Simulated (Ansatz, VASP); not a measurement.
One calculation of PbSe, two programs

Contents of INCAR:

```
SYSTEM = PbSe
PREC = Accurate
ENCUT = 500
EDIFF = 1E-7
ISMEAR = 0
SIGMA = 0.01
LREAL = .False.
LASPH = .True.
NELM = 120
ALGO = Normal
ISIF = 3
LWAVE = .False.
LCHARG = .False.
IBRION = 2
NSW = 70
EDIFFG = -0.005
GGA_COMPAT = .False.
NELMIN = 4
```

File KPOINTS:

```
regular mesh
0
Gamma
  10 10 10
  0 0 0
```

File POSCAR:

```
PbSe
1.0
    0.0000000000      3.0671009925      3.0671009925
    3.0671009925      0.0000000000      3.0671009925
    3.0671009925      3.0671009925      0.0000000000
Pb Se
1 1
Direct
    0.0000000000      0.0000000000      0.0000000000
    0.5000000000      0.5000000000      0.5000000000
```

Input for Ansatz:

```yaml
crystal:
  lattice:
    - [0.0, 3.0671009925, 3.0671009925]
    - [3.0671009925, 0.0, 3.0671009925]
    - [3.0671009925, 3.0671009925, 0.0]
  atoms:
    - { symbol: Pb, position: [0.0, 0.0, 0.0] }
    - { symbol: Se, position: [0.5, 0.5, 0.5] }
basis:
  ecutwfc: 420
kpoints:
  mp_grid: { grid: [10, 10, 10] }
hamiltonian:
  xc: lda
scf:
  occupations: { method: gaussian, width: 0.01 }
output:
  forces: true
  stress: true
  eigenvalues: true
  write_density: true
  write_potential: true
  elf: true
  volumetric_format: npy
relax:
  adjacent_minimum: "off"
  f_tol: 0.005
  max_steps: 50
  cell: { stress_tol: 0.05 }
```

Alike in both runs: task relaxation of cell and atoms; functional LDA; k mesh 10 × 10 × 10; occupations gaussian, width 0.01 eV; no spin polarisation.

|  | VASP | Ansatz |
| --- | --- | --- |
| version | VASP 6.6.1 | Ansatz 0.2.0 |
| potentials or method | VASP PAW LDA potentials, release 64 (Pb_d, Se), cutoff 500 eV | scalar-relativistic, plane waves, PAW |
| valence electrons in the cell | 20 | 30 |

VASP gave:

```
gap on the k mesh at the Fermi level, each at its own relaxed structure (eV) : 0.03
relaxed volume (Å³/atom)                                                     : 27.62
relaxed cell length with the largest relative difference (Å)                 : 4.275
```

Task: Estimate Ansatz's values.

Result: gap on the k mesh at the Fermi level, each at its own relaxed structure (eV): 0.05; relaxed volume (Å³/atom): 27.57; relaxed cell length with the largest relative difference (Å): 4.272.

LDA's correlation is that of Perdew and Zunger in VASP and of Perdew and Wang (1992) in Ansatz. VASP's potentials hold 20 valence electrons a cell and Ansatz's 30, so a difference there can come from the potentials and not from the codes.

Neither program's run includes spin-orbit coupling.
